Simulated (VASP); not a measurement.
## Si16Ge (a cell with a defect): single point with PBEsol

System: Si16Ge (a cell with a defect).

```
Si Ge
1.0
     0.00000    5.43000    5.43000
     5.43000    0.00000    5.43000
     5.43000    5.43000    0.00000
Si Ge
16 1
Direct
  0.01674 0.99417 0.99451
  0.12683 0.12908 0.12796
  0.99484 0.00577 0.49941
  0.12694 0.12868 0.61595
  0.99475 0.50045 0.00433
  0.12671 0.61588 0.12827
  0.99479 0.50021 0.49964
  0.10329 0.63280 0.63147
  0.50786 0.00733 0.00536
  0.65313 0.11558 0.11561
  0.50813 0.00654 0.47934
  0.62368 0.13875 0.61847
  0.50756 0.47941 0.00577
  0.62343 0.61948 0.13751
  0.47573 0.50844 0.50756
  0.62355 0.61933 0.61871
  0.40710 0.86449 0.86423
```

| Item | Value |
| --- | --- |
| Program | VASP 6.6.1 |
| Task | single point |
| Functional | PBEsol |
| Potentials or basis | VASP PAW PBE potentials, release 64 (Si, Ge_d) |
| Cutoff | 520 eV |
| k mesh | 2 × 2 × 2 |
| Occupations | gaussian, width 0.05 eV |
| Spin | no spin polarisation |
| Dipole correction | no |
| Further INCAR settings | LREAL = Auto; ALGO = Normal; EDIFF = 1e-06; NBANDS = 53 |

```
Pressure               : 4.6 GPa
Largest force          : 0.145 eV/Å
Band gap on the k mesh : zero (bands 39 and 40 overlap by 0.27 eV)
```

Forces on the atoms (eV/Å):
```
Si   0.067 -0.069 -0.062
Si  -0.014 -0.003 -0.006
Si  -0.028  0.028  0.005
Si   0.003  0.014 -0.004
Si  -0.023  0.003  0.024
Si   0.004 -0.003  0.014
Si  -0.004  0.024  0.026
Si  -0.047  0.047  0.048
Si  -0.040 -0.009 -0.020
Si   0.060 -0.062 -0.055
Si   0.013  0.036 -0.018
Si  -0.028  0.028 -0.001
Si   0.021 -0.016  0.047
Si  -0.025 -0.001  0.029
Si  -0.036  0.036  0.039
Si   0.001  0.027  0.028
Ge   0.077 -0.080 -0.094
```

Stress tensor (GPa, compression positive):
```
 4.58  0.05  0.03
 0.05  4.55 -0.04
 0.03 -0.04  4.60
```

Levels at points of the mesh, in eV from the Fermi level:
```tsv
k point	band 37	band 38	band 39	band 40	band 41	band 42
(0.00, 0.00, 0.00)	-0.68	-0.67	-0.32	-0.20	-0.20	0.00
(0.50, 0.00, 0.00)	-1.37	-1.37	-0.32	0.44	0.45	0.98
(0.00, 0.50, 0.00)	-1.40	-1.34	-0.27	0.43	0.63	0.81
(0.00, 0.00, 0.50)	-1.40	-1.34	-0.27	0.42	0.64	0.81
(0.50, 0.50, 0.50)	-1.40	-1.34	-0.27	0.43	0.63	0.81
(0.50, 0.50, 0.00)	-1.80	-1.22	0.06	0.74	1.05	1.13
(0.00, 0.50, 0.50)	-1.81	-1.23	0.06	0.74	1.05	1.12
(0.50, 0.00, 0.50)	-1.81	-1.23	0.07	0.74	1.04	1.12
```

Run time: 2.4 min on 1 thread of Intel(R) Xeon(R) 6975P-C (Granite Rapids) (shared host), peak memory 0.48 GiB.

Caveat: the k points lie up to 0.50 Å⁻¹ apart; the PAW data sets were made with another functional, which shifts forces and pressure a little.
